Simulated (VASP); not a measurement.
# PtS2 (P-3m1) in VASP: single point with PBEsol+U

Aim: the single point of PtS2 with PBEsol+U.

Program: VASP 6.6.1. These are calculated values, not measurements. Logs are shortened: lines on timing, memory, paths and dates and some standing lists are left out, and cuts for length are marked.

## Step 1: The cell of the first run

Symmetry: P-3m1, No. 164, trigonal system. The conventional cell has a = 3.543 Å, b = 3.543 Å, c = 5.039 Å, α = 90.00°, β = 90.00°, γ = 120.00°. Within 3.2 Å of Pt (site symmetry -3m) lie 6 S at 2.40 Å. S (site symmetry 3m) has 3 Pt at 2.40 Å within 3.2 Å.

## Step 2: Single point, PBEsol+U, collinear spin, ferromagnetic start

INCAR

```
SYSTEM = PtS2
PREC     = Accurate       ! precision mode
ENCUT    = 520            ! plane-wave cutoff, eV
EDIFF    = 1E-6           ! SCF threshold, eV
ISMEAR   = 0              ! smearing method
SIGMA    = 0.05           ! smearing width, eV
LREAL    = .False.        ! projectors in reciprocal space
LASPH    = .True.         ! aspherical terms in the spheres
NELM     = 150            ! most SCF steps
ALGO     = Normal         ! electronic algorithm
ISIF     = 2              ! what is computed and relaxed
LWAVE    = .False.        ! write WAVECAR
LCHARG   = .True.         ! write CHGCAR
ISPIN    = 2              ! spin polarisation
MAGMOM   = 4 4 0 0 0 0    ! initial moments
LORBIT   = 11             ! projections on sites
LMAXMIX  = 4              ! l up to which the mixer works
LDAU     = .True.         ! DFT+U
LDAUTYPE = 2            
LDAUL    = 2 -1           ! shell
LDAUU    = 4 0            ! U, eV
LDAUJ    = 0 0          
LDAUPRINT= 1            
GGA      = PS             ! functional
LELF     = .True.         ! ELF
LVHAR    = .True.       
NBANDS   = 35             ! bands
```

KPOINTS

```
Automatic mesh
0
Gamma
  7 7 3
  0 0 0
```

POSCAR

```
PtS2
1.0
    3.5431995400      0.0000000000      0.0000000000
   -1.7715997700      3.0685008100      0.0000000000
    0.0000000000      0.0000000000     10.0776001800
Pt S
2 4
Direct
    0.0000000000      0.0000000000      0.0000000000
    0.0000000000      0.0000000000      0.5000000000
    0.3333333333      0.6666666667      0.1250000000
    0.6666666667      0.3333333333      0.3750000000
    0.3333333333      0.6666666667      0.6250000000
    0.6666666667      0.3333333333      0.8750000000
```

Potentials or basis: VASP PAW PBE potentials, release 64 (Pt, S).

Run with:

```bash
cat potpaw_PBE.64/Pt/POTCAR potpaw_PBE.64/S/POTCAR > POTCAR
mpirun -np 1 vasp_std > vasp.out
```

OUTCAR:

```text
SYSTEM = PtS2
   PREC = Accurate
   ENCUT = 520
   EDIFF = 1E-6
   ISMEAR = 0
   LREAL = .False.
   LASPH = .True.
   NELM = 150
   ISIF = 2
   ISPIN = 2
   LORBIT = 11
   GGA = PS

 ion  position               nearest neighbor table
   1  0.000  0.000  0.000-   3 2.40   6 2.40   6 2.40   3 2.40   6 2.40   3 2.40
   2  0.000  0.000  0.500-   5 2.40   4 2.40   5 2.40   4 2.40   4 2.40   5 2.40
   3  0.333  0.667  0.125-   1 2.40   1 2.40   1 2.40
   4  0.667  0.333  0.375-   2 2.40   2 2.40   2 2.40
   5  0.333  0.667  0.625-   2 2.40   2 2.40   2 2.40
   6  0.667  0.333  0.875-   1 2.40   1 2.40   1 2.40

  LATTYP: Found a hexagonal cell.
 ALAT       =     3.5431995400
 C/A-ratio  =     2.8442090450

  Lattice vectors:

 A1 = (   3.5431995400,   0.0000000000,   0.0000000000)
 A2 = (  -1.7715997700,   3.0685008100,   0.0000000000)
 A3 = (   0.0000000000,   0.0000000000,  10.0776001800)

Analysis of symmetry for initial positions (statically):
=====================================================================
 Subroutine PRICEL returns following result:

  LATTYP: Found a hexagonal cell.
 ALAT       =     3.5431995400
 C/A-ratio  =     1.4221045225
[... 12 lines left out ...]
 Subroutine GETGRP returns: Found 12 space group operations
 (whereof 12 operations were pure point group operations)
 out of a pool of 24 trial point group operations.

The static configuration has the point symmetry D_3d.

Analysis of symmetry for dynamics (positions and initial velocities):
=====================================================================
 Subroutine PRICEL returns following result:

  LATTYP: Found a hexagonal cell.
 ALAT       =     3.5431995400
 C/A-ratio  =     1.4221045225
[... 12 lines left out ...]
 Subroutine GETGRP returns: Found 12 space group operations
 (whereof 12 operations were pure point group operations)
 out of a pool of 24 trial point group operations.

The dynamic configuration has the point symmetry D_3d.

Analysis of structural, dynamic, and magnetic symmetry:
=====================================================================
 Subroutine PRICEL returns following result:

  LATTYP: Found a hexagonal cell.
 ALAT       =     3.5431995400
 C/A-ratio  =     1.4221045225
[... 12 lines left out ...]
 Subroutine GETGRP returns: Found 12 space group operations
 (whereof 12 operations were pure point group operations)
 out of a pool of 24 trial point group operations.

The overall configuration has the point symmetry D_3d.

 Subroutine INISYM returns: Found 12 space group operations
 (whereof 12 operations are pure point group operations),
 and found     2 'primitive' translations

----------------------------------------------------------------------------------------

                                     Primitive cell

  volume of cell :      54.7834

  direct lattice vectors                    reciprocal lattice vectors
     3.543199540  0.000000000  0.000000000     0.282230789  0.162946022  0.000000000
    -1.771599770  3.068500810  0.000000000     0.000000000  0.325892044  0.000000000
     0.000000000  0.000000000  5.038800090     0.000000000  0.000000000  0.198459947

  length of vectors
     3.543199540  3.543199538  5.038800090     0.325892043  0.325892044  0.198459947

  position of ions in fractional coordinates (direct lattice)
     0.000000000  0.000000000  0.000000000
     0.333333333  0.666666667  0.250000000
     0.666666667  0.333333333  0.750000000

  ion indices of the primitive-cell ions
   primitive index   ion index
                 1           1
[... 140 lines left out ...]
  o =  0.9303  v =  0.0000  0.0000  1.0000  0.0000  0.0000  0.0000  0.0000  0.0000  0.0000  0.0000      0.0000  0.0000  0.0000  0.0000  0.0000  0.0000  0.0000  0.0000  0.0000  0.0000
  o =  0.9303  v =  0.0000  0.0000  0.0000  0.0000  0.0000  0.0000  0.0000  1.0000  0.0000  0.0000      0.0000  0.0000  0.0000  0.0000  0.0000  0.0000  0.0000  0.0000  0.0000  0.0000
  o =  0.9314  v =  0.0000  0.0000  0.0000  0.0000  0.0000  0.0000  0.5858 -0.0000  0.0000  0.8105      0.0000  0.0000  0.0000  0.0000  0.0000  0.0000  0.0000  0.0000  0.0000  0.0000
  o =  0.9314  v =  0.0000  0.0000  0.0000  0.0000  0.0000 -0.8105  0.0000  0.0000 -0.5858  0.0000      0.0000  0.0000  0.0000  0.0000  0.0000  0.0000  0.0000  0.0000  0.0000  0.0000
  o =  0.9314  v =  0.0000  0.5857 -0.0000  0.0000  0.8105  0.0000  0.0000  0.0000  0.0000  0.0000      0.0000  0.0000  0.0000  0.0000  0.0000  0.0000  0.0000  0.0000  0.0000  0.0000
  o =  0.9314  v = -0.8105  0.0000  0.0000 -0.5857  0.0000  0.0000  0.0000  0.0000  0.0000  0.0000      0.0000  0.0000  0.0000  0.0000  0.0000  0.0000  0.0000  0.0000  0.0000  0.0000

atom =   2  type =  1  l = 2

 onsite density matrix

spin component  1

  0.8460 -0.0000 -0.0000  0.1182 -0.0000
 -0.0000  0.7679 -0.0000  0.0000  0.1182
 -0.0000 -0.0000  0.9303 -0.0000 -0.0000
  0.1182  0.0000 -0.0000  0.7679  0.0000
 -0.0000  0.1182 -0.0000  0.0000  0.8460

spin component  2

  0.8460 -0.0000 -0.0000  0.1182 -0.0000
 -0.0000  0.7679 -0.0000  0.0000  0.1182
 -0.0000 -0.0000  0.9303 -0.0000 -0.0000
  0.1182  0.0000 -0.0000  0.7679  0.0000
 -0.0000  0.1182 -0.0000  0.0000  0.8460

 occupancies and eigenvectors

  o =  0.6825  v =  0.0000 -0.8105  0.0000 -0.0000  0.5857  0.0000  0.0000  0.0000  0.0000  0.0000      0.0000  0.0000  0.0000  0.0000  0.0000  0.0000  0.0000  0.0000  0.0000  0.0000
  o =  0.6825  v =  0.5857  0.0000  0.0000 -0.8105  0.0000  0.0000  0.0000  0.0000  0.0000  0.0000      0.0000  0.0000  0.0000  0.0000  0.0000  0.0000  0.0000  0.0000  0.0000  0.0000
  o =  0.6825  v =  0.0000  0.0000  0.0000  0.0000  0.0000  0.0000 -0.8105  0.0000 -0.0000  0.5858      0.0000  0.0000  0.0000  0.0000  0.0000  0.0000  0.0000  0.0000  0.0000  0.0000
  o =  0.6825  v =  0.0000  0.0000  0.0000  0.0000  0.0000  0.5858  0.0000  0.0000 -0.8105  0.0000      0.0000  0.0000  0.0000  0.0000  0.0000  0.0000  0.0000  0.0000  0.0000  0.0000
  o =  0.9303  v =  0.0000  0.0000  1.0000  0.0000  0.0000  0.0000  0.0000  0.0000  0.0000  0.0000      0.0000  0.0000  0.0000  0.0000  0.0000  0.0000  0.0000  0.0000  0.0000  0.0000
  o =  0.9303  v =  0.0000  0.0000  0.0000  0.0000  0.0000  0.0000  0.0000  1.0000  0.0000  0.0000      0.0000  0.0000  0.0000  0.0000  0.0000  0.0000  0.0000  0.0000  0.0000  0.0000
  o =  0.9314  v =  0.0000  0.0000  0.0000  0.0000  0.0000  0.0000 -0.5858  0.0000 -0.0000 -0.8105      0.0000  0.0000  0.0000  0.0000  0.0000  0.0000  0.0000  0.0000  0.0000  0.0000
  o =  0.9314  v =  0.0000  0.0000  0.0000  0.0000  0.0000 -0.8105  0.0000  0.0000 -0.5858  0.0000      0.0000  0.0000  0.0000  0.0000  0.0000  0.0000  0.0000  0.0000  0.0000  0.0000
  o =  0.9314  v =  0.0000 -0.5857  0.0000 -0.0000 -0.8105  0.0000  0.0000  0.0000  0.0000  0.0000      0.0000  0.0000  0.0000  0.0000  0.0000  0.0000  0.0000  0.0000  0.0000  0.0000
  o =  0.9314  v = -0.8105  0.0000  0.0000 -0.5857  0.0000  0.0000  0.0000  0.0000  0.0000  0.0000      0.0000  0.0000  0.0000  0.0000  0.0000  0.0000  0.0000  0.0000  0.0000  0.0000

 number of electron      44.0000000 magnetization       0.0010799

 Free energy of the ion-electron system (eV)
  ---------------------------------------------------
  ext. energy  EPLUGINS =         0.00000000
  ---------------------------------------------------
  free energy    TOTEN  =       -28.48842370 eV

  energy without entropy =      -28.48841705  energy(sigma->0) =      -28.48842038

 E-fermi :   6.8212     XC(G=0): -10.8651

 val. band max:        6.7195916303   @ k =   0.0000   0.0000   0.0000
 cond. band min:       6.9412629646   @ k =   0.2857   0.0000   0.3333
 fundamental gap:      0.2216713343
 Fermi energy:         6.8211509052

 spin component 1

 k-point     1 :       0.0000    0.0000    0.0000
  band No.  band energies     occupation
      1      -8.5310      1.00000
      2      -8.0253      1.00000
      3      -6.7152      1.00000
      4      -5.6986      1.00000
      5      -0.8416      1.00000
      6      -0.1306      1.00000
[... 729 lines left out ...]
     33      15.4177      0.00000
     34      15.5080      0.00000
 Fermi energy:         6.8211509052

 spin component 2

 k-point     1 :       0.0000    0.0000    0.0000
  band No.  band energies     occupation
      1      -8.5309      1.00000
      2      -8.0252      1.00000
      3      -6.7150      1.00000
      4      -5.6985      1.00000
      5      -0.8414      1.00000
      6      -0.1306      1.00000
[... 729 lines left out ...]
     33      15.4180      0.00000
     34      15.5083      0.00000
 [bands above 34 left out]

------------------------ aborting loop because EDIFF is reached ----------------------------------------

  FORCE on cell =-STRESS in cart. coord.  units (eV):
  Direction    XX          YY          ZZ          XY          YZ          ZX
  --------------------------------------------------------------------------------------
  -------------------------------------------------------------------------------------
  Total       -3.7962865     -3.7962865     -4.0087187     -0.0000000      0.0000000      0.0000000
  in kB      -55.5124742    -55.5124741    -58.6188352     -0.0000000      0.0000000      0.0000000
  external PRESSURE =     -56.5479278 kB  Pullay stress =       0.0000000 kB

 VOLUME and BASIS-vectors are now :
 -----------------------------------------------------------------------------
  energy-cutoff  :      520.00
  volume of cell :      109.57
      direct lattice vectors                 reciprocal lattice vectors
     3.543199540  0.000000000  0.000000000     0.282230789  0.162946022  0.000000000
    -1.771599770  3.068500810  0.000000000     0.000000000  0.325892044  0.000000000
     0.000000000  0.000000000 10.077600180     0.000000000  0.000000000  0.099229974

 POSITION                                       TOTAL-FORCE (eV/Angst)
 -----------------------------------------------------------------------------------
      0.00000      0.00000      0.00000        -0.000000     -0.000000      0.000000
      0.00000      0.00000      5.03880        -0.000000     -0.000000      0.000000
     -0.00000      2.04567      1.25970        -0.000000      0.000000     -0.761712
      1.77160      1.02283      3.77910         0.000000     -0.000000      0.761712
     -0.00000      2.04567      6.29850        -0.000000      0.000000     -0.761712
      1.77160      1.02283      8.81790         0.000000     -0.000000      0.761712
 -----------------------------------------------------------------------------------
    total drift:                               -0.000000     -0.000000      0.000000

  FREE ENERGIE OF THE ION-ELECTRON SYSTEM (eV)
  ---------------------------------------------------
  free  energy   TOTEN  =       -28.4884237035 eV

  energy  without entropy=      -28.4884170469  energy(sigma->0) =      -28.48842038

 total charge

# of ion       s       p       d       tot
------------------------------------------
    1        0.662   0.736   8.254   9.652
    2        0.662   0.736   8.254   9.652
    3        1.360   2.232   0.000   3.592
    4        1.360   2.232   0.000   3.592
    5        1.360   2.232   0.000   3.592
    6        1.360   2.232   0.000   3.592
--------------------------------------------------
tot          6.762  10.399  16.508  33.669

 magnetization (x)

# of ion       s       p       d       tot
------------------------------------------
    1       -0.000  -0.000  -0.000  -0.000
    2       -0.000  -0.000  -0.000  -0.000
    3       -0.000  -0.000   0.000  -0.000
    4       -0.000  -0.000   0.000  -0.000
    5       -0.000  -0.000   0.000  -0.000
    6       -0.000  -0.000   0.000  -0.000
--------------------------------------------------
tot         -0.000  -0.000  -0.000  -0.000
```

Wall time 2.1 min (1 thread of Intel Xeon Platinum 8488C (Sapphire Rapids), shared host); peak memory 0.35 GiB.

What came out:

```yaml
Free_energy: -28.4884 eV
Pressure: -5.7 GPa
Largest_force: 0.762 eV/Å
Band_gap_on_the_k_mesh: 0.22 eV
Net_moment: 0.00 μB per cell
Valence_electrons_inside_the_program's_atomic_spheres: Pt 9.65; S 3.59
```

Forces in eV/Å, atoms in the order of the input:
```
Pt   0.000  0.000  0.000
Pt   0.000  0.000  0.000
S    0.000  0.000 -0.762
S    0.000  0.000  0.762
S    0.000  0.000 -0.762
S    0.000  0.000  0.762
```

Eigenvalues of the final occupation matrices:
```tsv
site	spin	trace	eigenvalues
site 1 d	1	4.16	0.68 0.68 0.93 0.93 0.93
site 1 d	2	4.16	0.68 0.68 0.93 0.93 0.93
site 2 d	1	4.16	0.68 0.68 0.93 0.93 0.93
site 2 d	2	4.16	0.68 0.68 0.93 0.93 0.93
```

Caveat: the PAW data sets were made with another functional, which shifts forces and pressure a little; spin-orbit coupling is left out, which moves the levels of the heavy elements. A k mesh can miss the band edges.
